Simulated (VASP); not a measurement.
# SiC (gw) (Imm2) in VASP: single point with PBEsol

Aim: the single point of SiC (gw) with PBEsol.

Program: VASP 6.6.1. These are calculated values, not measurements. Logs are shortened: lines on timing, memory, paths and dates and some standing lists are left out, and cuts for length are marked.

### Step 1. The cell of the first run

The structure is orthorhombic, space group Imm2 (No. 44). Conventional cell: a = 3.050 Å, b = 3.079 Å, c = 4.373 Å, α = 90.00°, β = 90.00°, γ = 90.00°. Within 2.5 Å of Si (site symmetry mm2) lie 4 C at 1.88 to 1.89 Å. Within 2.5 Å of C (site symmetry mm2) lie 4 Si at 1.88 to 1.89 Å.

### Step 2. Single point, PBEsol

INCAR reads:

```
  PREC = Accurate
  ENCUT = 600
  EDIFF = 1E-6
  ISMEAR = 0
  SIGMA = 0.01
  LREAL = False
  LASPH = True
  NELM = 120
  ALGO = Normal
  ISIF = 2
  LWAVE = False
  LCHARG = True
  GGA = PS
  LELF = True
  LVHAR = True
  NBANDS = 11
  GGA_COMPAT = False
```

KPOINTS reads:

```
regular mesh
0
Gamma
  6 6 6
```

POSCAR reads:

```
SiC
1.0
   -0.0102383514      2.1669114133      2.1865831689
    2.1669114133     -0.0102383514      2.1865831689
    2.1566730619      2.1566730619      0.0000000000
Si C
1 1
Direct
   -0.0004825140     -0.0004825140      0.0004825140
    0.2504825140      0.2504825140      0.2495174860
```

Potentials or basis: VASP PAW PBE potentials, release 64 (Si, C).

On the command line:

```sh
cat potpaw_PBE.64/Si/POTCAR potpaw_PBE.64/C/POTCAR > POTCAR
mpirun -np 1 vasp_std > vasp.out
```

OUTCAR:

```text
PREC = Accurate
   ENCUT = 600
   EDIFF = 1E-6
   ISMEAR = 0
   LREAL = False
   LASPH = True
   NELM = 120
   ISIF = 2
   GGA = PS

 ion  position               nearest neighbor table
   1  1.000  1.000  0.000-   2 1.88   2 1.88   2 1.89   2 1.89
   2  0.250  0.250  0.250-   1 1.88   1 1.88   1 1.89   1 1.89

  LATTYP: Found a body centered orthorhombic cell.
 ALAT       =     3.0499962937
 B/A-ratio  =     1.0094945790
 C/A-ratio  =     1.4338267711

  Lattice vectors:

 A1 = (   0.0102383514,  -2.1669114133,  -2.1865831689)
 A2 = (  -0.0102383514,   2.1669114133,  -2.1865831689)
 A3 = (   2.1669114133,  -0.0102383514,   2.1865831689)

Analysis of symmetry for initial positions (statically):
=====================================================================
 Subroutine PRICEL returns:
 Original cell was already a primitive cell.

 Routine SETGRP: Setting up the symmetry group for a
 body centered orthorhombic supercell.

 Subroutine GETGRP returns: Found  4 space group operations
 (whereof  4 operations were pure point group operations)
 out of a pool of  8 trial point group operations.

The static configuration has the point symmetry C_2v.

Analysis of symmetry for dynamics (positions and initial velocities):
=====================================================================
 Subroutine PRICEL returns:
 Original cell was already a primitive cell.

 Routine SETGRP: Setting up the symmetry group for a
 body centered orthorhombic supercell.

 Subroutine GETGRP returns: Found  4 space group operations
 (whereof  4 operations were pure point group operations)
 out of a pool of  8 trial point group operations.

The dynamic configuration has the point symmetry C_2v.

 Subroutine INISYM returns: Found  4 space group operations
 (whereof  4 operations are pure point group operations),
 and found     1 'primitive' translations

----------------------------------------------------------------------------------------

                                     Primitive cell

  volume of cell :      20.5338

  direct lattice vectors                    reciprocal lattice vectors
    -0.010238351  2.166911413  2.186583169    -0.229658064  0.229658064  0.228667268
     2.166911413 -0.010238351  2.186583169     0.229658064 -0.229658064  0.228667268
     2.156673062  2.156673062  0.000000000     0.231838571  0.231838571 -0.228667268

  length of vectors
     3.078433993  3.078433993  3.049996294     0.397208223  0.397208223  0.399733618

  position of ions in fractional coordinates (direct lattice)
     0.999517486  0.999517486  0.000482514
     0.250482514  0.250482514  0.249517486

  ion indices of the primitive-cell ions
   primitive index   ion index
                 1           1
                 2           2

----------------------------------------------------------------------------------------

 KPOINTS: regular mesh

Automatic generation of k-mesh.
 Grid dimensions read from file:
 generate k-points for:    6    6    6

 Generating k-lattice:

  Cartesian coordinates                     Fractional coordinates (reciprocal lattice)
    -0.038276344  0.038276344  0.038111211     0.166666667 -0.000000000  0.000000000
     0.038276344 -0.038276344  0.038111211    -0.000000000  0.166666667  0.000000000
     0.038639762  0.038639762 -0.038111211     0.000000000  0.000000000  0.166666667

  Length of vectors
     0.066201370  0.066201370  0.066622270

  Shift w.r.t. Gamma in fractional coordinates (k-lattice)
     0.000000000  0.000000000  0.000000000

 Subroutine IBZKPT returns following result:
 ===========================================

 Found     46 irreducible k-points:

 Following reciprocal coordinates:
            Coordinates               Weight
  0.000000  0.000000  0.000000      1.000000
  0.166667  0.000000  0.000000      4.000000
  0.333333  0.000000  0.000000      4.000000
  0.500000  0.000000  0.000000      2.000000
  0.166667  0.166667  0.000000      2.000000
  0.333333  0.166667  0.000000      4.000000
[... 16 lines left out ...]
 -0.166667  0.333333  0.166667      4.000000
  0.500000  0.500000  0.166667      4.000000
 [... further k-points ...]
   k-points           NKPTS =     46   k-points in BZ     NKDIM =     46   number of bands    NBANDS=     11
   number of dos      NEDOS =    301   number of ions     NIONS =      2
   total plane-waves  NPLWV =  18816
   dimension x,y,z NGX =    28 NGY =   28 NGZ =   24
   dimension x,y,z NGXF=    56 NGYF=   56 NGZF=   48
   ions per type =               1   1
   NGX,Y,Z   is equivalent  to a cutoff of  15.12, 15.12, 13.08 a.u.
   NGXF,Y,Z  is equivalent  to a cutoff of  30.24, 30.24, 26.16 a.u.
 SYSTEM =  unknown system
   PREC   = accura    normal or accurate (medium, high low for compatibility)
   ISTART =      0    job   : 0-new  1-cont  2-samecut
   ICHARG =      2    charge: 1-file 2-atom 10-const
   ISPIN  =      1    spin polarized calculation?
   LNONCOLLINEAR =      F non collinear calculations
   LSORBIT =      F    spin-orbit coupling
   LASPH  =      T    aspherical Exc in radial PAW
   ENCUT  =  600.0 eV  44.10 Ry    6.64 a.u.   6.15  6.15  6.09*2*pi/ulx,y,z
   NELM   =    120;   NELMIN=  2; NELMDL= -5     # of ELM steps
   EDIFF  = 0.1E-05   stopping-criterion for ELM
   LREAL  =      F    real-space projection
   EDIFFG = 0.1E-04   stopping-criterion for IOM
   NSW    =      0    number of steps for IOM
   IBRION =     -1    ionic relax: 0-MD 1-quasi-New 2-CG
   NFREE  =      0    steps in history (QN), initial steepest desc. (CG)
   ISIF   =      2    stress and relaxation
   ISYM   =      2    0-nonsym 1-usesym 2-fastsym
   POTIM  = 0.5000    time-step for ionic-motion
   TEBEG  =    0.0;   TEEND  =   0.0 temperature during run
   PSTRESS=    0.0 pullay stress
   NELECT =       8.0000    total number of electrons
   NUPDOWN=      -1.0000    fix difference up-down
   EMIN   =  10.00;   EMAX   =-10.00  energy-range for DOS
   EFERMI =   0.00;   METHOD = LEGACY
   ISMEAR =     0;   SIGMA  =   0.01  broadening in eV -4-tet -1-fermi 0-gaus
   EFERMI_NEDOS =   21; number of points for ismear=-14 and -15
   IALGO  =     38    algorithm
   IMIX   =      4    mixing-type and parameters
     AMIX     =   0.40;   BMIX     =  1.00
     AMIX_MAG =   1.60;   BMIX_MAG =  1.00
  volume/ion in A,a.u.               =      10.27        69.28
  Fermi-wavevector in a.u.,A,eV,Ry     =   1.195681  2.259509 19.451607  1.429653
  Thomas-Fermi vector in A             =   2.331640
   LORBIT       =      0    0 simple, 1 ext, 2 COOP (PROOUT), +10 PAW based schemes
   GGA     = PS    functional components
   LHFCALC =     F    Hartree Fock is set to
   AEXX    =    0.0000 exact exchange contribution
   IVDW    =     0    specifies the selected vdW correction
   LEPSILON=     F    determine dielectric tensor
   LRPA    =     F    only Hartree local field effects (RPA)
 non-spin polarized calculation
 Gauss-broadening in eV      SIGMA  =   0.01
  energy-cutoff  :      600.00
  volume of cell :       20.53
 maximum number of plane-waves:       694
 NGX is ok and might be reduce to    28
   NGX = 13   NGY = 13   NGZ = 13

 number of electron       8.0000000 magnetization

 Free energy of the ion-electron system (eV)
  ---------------------------------------------------
  ext. energy  EPLUGINS =         0.00000000
  ---------------------------------------------------
  free energy    TOTEN  =       -15.90138219 eV

  energy without entropy =      -15.90138219  energy(sigma->0) =      -15.90138219

 E-fermi :   8.3023     XC(G=0): -11.5364

 val. band max:        8.2216470800   @ k =   0.0000   0.0000   0.0000
 cond. band min:       9.3431561021   @ k =   0.5000   0.0000   0.5000
 fundamental gap:      1.1215090221
 Fermi energy:         8.3023051085

 k-point     1 :       0.0000    0.0000    0.0000
  band No.  band energies     occupation
      1      -7.3380      2.00000
      2       8.1085      2.00000
      3       8.1224      2.00000
      4       8.2216      2.00000
      5      14.4026      0.00000
      6      15.3299      0.00000
      7      15.4770      0.00000
      8      15.5359      0.00000
      9      22.5017      0.00000
     10      22.7867      0.00000
     11      24.5245      0.00000

 k-point     2 :       0.1667    0.0000    0.0000
  band No.  band energies     occupation
      1      -6.7968      2.00000
      2       5.7146      2.00000
      3       7.7794      2.00000
      4       7.9007      2.00000
      5      14.5412      0.00000
      6      15.9202      0.00000
      7      16.0545      0.00000
      8      16.4522      0.00000
      9      20.9665      0.00000
     10      21.2062      0.00000
     11      23.6912      0.00000

 k-point     3 :       0.3333    0.0000    0.0000
  band No.  band energies     occupation
      1      -5.2617      2.00000
      2       1.8791      2.00000
      3       7.2599      2.00000
      4       7.4003      2.00000
      5      13.8887      0.00000
      6      15.6944      0.00000
      7      15.8820      0.00000
      8      18.0136      0.00000
      9      22.3358      0.00000
     10      22.4656      0.00000
     11      23.3075      0.00000

 k-point     4 :       0.5000    0.0000    0.0000
  band No.  band energies     occupation
      1      -3.7370      2.00000
      2      -0.5120      2.00000
      3       7.0492      2.00000
      4       7.1972      2.00000
      5      13.6393      0.00000
      6      15.2692      0.00000
      7      15.4658      0.00000
      8      18.1306      0.00000
      9      24.2372      0.00000
     10      25.2997      0.00000
     11      25.3822      0.00000

 k-point     5 :       0.1667    0.1667    0.0000
  band No.  band energies     occupation
      1      -6.6192      2.00000
      2       6.3173      2.00000
      3       6.9954      2.00000
      4       7.1301      2.00000
      5      13.6425      0.00000
      6      15.5251      0.00000
      7      17.1210      0.00000
      8      17.2572      0.00000
      9      18.7625      0.00000
     10      23.5925      0.00000
     11      26.8226      0.00000
[... 211 lines left out ...]
 k-point    21 :       0.5000    0.3333    0.1667
  band No.  band energies     occupation
      1      -3.9667      2.00000
      2       2.1648      2.00000
      3       4.0316      2.00000
      4       5.6547      2.00000
      5      12.9924      0.00000
      6      15.9498      0.00000
      7      16.7702      0.00000
      8      19.7527      0.00000
      9      21.4342      0.00000
     10      24.8851      0.00000
     11      28.7407      0.00000

 k-point    22 :      -0.3333    0.3333    0.1667
  band No.  band energies     occupation
      1      -2.6340      2.00000
      2       0.6850      2.00000
      3       3.3782      2.00000
      4       4.9967      2.00000
      5      13.2578      0.00000
      6      16.1719      0.00000
      7      18.4613      0.00000
      8      19.3488      0.00000
      9      21.0509      0.00000
     10      24.5588      0.00000
     11      29.2533      0.00000

 k-point    23 :      -0.1667    0.3333    0.1667
  band No.  band energies     occupation
      1      -3.9554      2.00000
      2       2.1569      2.00000
      3       3.9201      2.00000
      4       5.7497      2.00000
      5      13.0064      0.00000
      6      15.8409      0.00000
      7      16.9423      0.00000
      8      19.8335      0.00000
      9      21.4065      0.00000
     10      24.9251      0.00000
     11      28.6578      0.00000

 k-point    24 :       0.5000    0.5000    0.1667
  band No.  band energies     occupation
      1      -2.9716      2.00000
      2       1.2370      2.00000
      3       3.7842      2.00000
      4       5.3223      2.00000
      5      10.7610      0.00000
      6      14.4876      0.00000
      7      20.2382      0.00000
      8      20.3809      0.00000
      9      22.3117      0.00000
     10      26.2147      0.00000
     11      29.7616      0.00000

 [... further k-points ...]

------------------------ aborting loop because EDIFF is reached ----------------------------------------

  FORCE on cell =-STRESS in cart. coord.  units (eV):
  Direction    XX          YY          ZZ          XY          YZ          ZX
  --------------------------------------------------------------------------------------
  -------------------------------------------------------------------------------------
  Total        0.3320093      0.3320093      0.0325506      0.3026068      0.0000000      0.0000000
  in kB       25.9055175     25.9055175      2.5398065     23.6113401      0.0000000      0.0000000
  external PRESSURE =      18.1169471 kB  Pullay stress =       0.0000000 kB

 VOLUME and BASIS-vectors are now :
 -----------------------------------------------------------------------------
  energy-cutoff  :      600.00
  volume of cell :       20.53
      direct lattice vectors                 reciprocal lattice vectors
    -0.010238351  2.166911413  2.186583169    -0.229658064  0.229658064  0.228667268
     2.166911413 -0.010238351  2.186583169     0.229658064 -0.229658064  0.228667268
     2.156673062  2.156673062  0.000000000     0.231838571  0.231838571 -0.228667268

 POSITION                                       TOTAL-FORCE (eV/Angst)
 -----------------------------------------------------------------------------------
      2.15667      2.15667      4.37106         0.000000      0.000000     -0.001125
      1.07834      1.07834      1.09540        -0.000000     -0.000000      0.001125
 -----------------------------------------------------------------------------------
    total drift:                                0.000001      0.000001      0.000031

  FREE ENERGIE OF THE ION-ELECTRON SYSTEM (eV)
  ---------------------------------------------------
  free  energy   TOTEN  =       -15.9013821908 eV

  energy  without entropy=      -15.9013821908  energy(sigma->0) =      -15.90138219
```

It took 5.9 s on 1 thread of Intel Xeon 6975P-C (Granite Rapids), shared host; peak memory 0.15 GiB.

What came out:

* Free energy: -15.9014 eV
* Pressure: 1.8 GPa
* Band gap on the k mesh: 1.12 eV, indirect (least direct gap 4.35 eV)

Levels at points of the mesh, in eV from the valence-band top:
| k point | band 1 | band 2 | band 3 | band 4 | band 5 | band 6 | band 7 | band 8 |
| --- | --- | --- | --- | --- | --- | --- | --- | --- |
| (0.00, 0.00, 0.00) | -15.56 | -0.11 | -0.10 | 0.00 | 6.18 | 7.11 | 7.26 | 7.31 |
| (0.50, 0.00, 0.00) | -11.96 | -8.73 | -1.17 | -1.02 | 5.42 | 7.05 | 7.24 | 9.91 |
| (0.50, 0.50, 0.00) | -10.50 | -8.01 | -3.32 | -3.15 | 1.20 | 4.26 | 13.98 | 14.00 |
| (0.00, 0.00, 0.50) | -11.89 | -8.70 | -1.20 | -1.12 | 5.30 | 7.02 | 7.08 | 9.86 |
| (0.50, 0.00, 0.50) | -10.43 | -7.89 | -3.34 | -3.32 | 1.12 | 4.10 | 13.81 | 14.08 |

Caveat: the PAW data sets were made with another functional, which shifts forces and pressure a little. A hybrid or GW would open this gap; PBEsol tends to underestimate it.
